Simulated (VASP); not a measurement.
Set up this calculation in VASP 6.6.1, as the native input.

- Task: relaxation of cell and atoms
- Functional: PBE
- Potentials or basis: VASP PAW PBE potentials, release 64 (Co, Si)
- Cutoff: 600 eV
- k mesh: 15 × 15 × 15
- Occupations: fermi-dirac, width 0.08 eV
- Spin: no spin polarisation
- Target pressure: 68 GPa
- Dipole correction: no
- Further INCAR settings: ALGO = Normal; EDIFF = 1e-06; IBRION = 2; EDIFFG = -0.005; NSW = 60; ISIF = 3

The structure of CoSi (CsCl type) lies in POSCAR:

```
CoSi
1.0
    2.6648684991      0.0000000000      0.0000000000
    0.0000000000      2.6648684991      0.0000000000
    0.0000000000      0.0000000000      2.6648684991
Co Si
1 1
Direct
    0.0000000000      0.0000000000      0.0000000000
    0.5000000000      0.5000000000      0.5000000000
```

The input as run:

INCAR

```
PREC = Accurate
ENCUT = 600
EDIFF = 1E-6
ISMEAR = -1
SIGMA = 0.08
LREAL = False
LASPH = True
NELM = 60
ALGO = Normal
ISIF = 3
LWAVE = False
LCHARG = False
GGA = PE
IBRION = 2
NSW = 60
EDIFFG = -0.005
PSTRESS = 680.0
```

KPOINTS

```
Automatic mesh
0
Gamma
  15 15 15
```

Potentials or basis: VASP PAW PBE potentials, release 64 (Co, Si).

Command:

```console
$ cat potpaw_PBE.64/Co/POTCAR potpaw_PBE.64/Si/POTCAR > POTCAR
$ mpirun -np 1 vasp_std > vasp.out
```

Results of the run:

* Relaxed volume: 8.79 Å³/atom
* Relaxed cell: a = 2.600 Å, b = 2.600 Å, c = 2.600 Å, α = 90.00°, β = 90.00°, γ = 90.00°
* Space group after relaxing (to 0.1 Å): Pm-3m (No. 221)
* Energy change on relaxing (the run minimises the enthalpy): +214.5 meV/atom
* Ionic steps: 7
* Pressure after relaxing: 68.0 GPa
* Band gap on the k mesh: zero (an odd number of electrons rules out a gap without spin polarisation)

Caveat: the cell is relaxed towards a set pressure, so the run minimises the enthalpy, not the energy; the run has no spin polarisation, though such a crystal can be magnetic.

Wall time 120 s on 1 thread of Intel(R) Xeon(R) Platinum 8175M CPU @ 2.50GHz (Skylake/Cascade Lake) (shared host), peak memory 0.17 GiB.
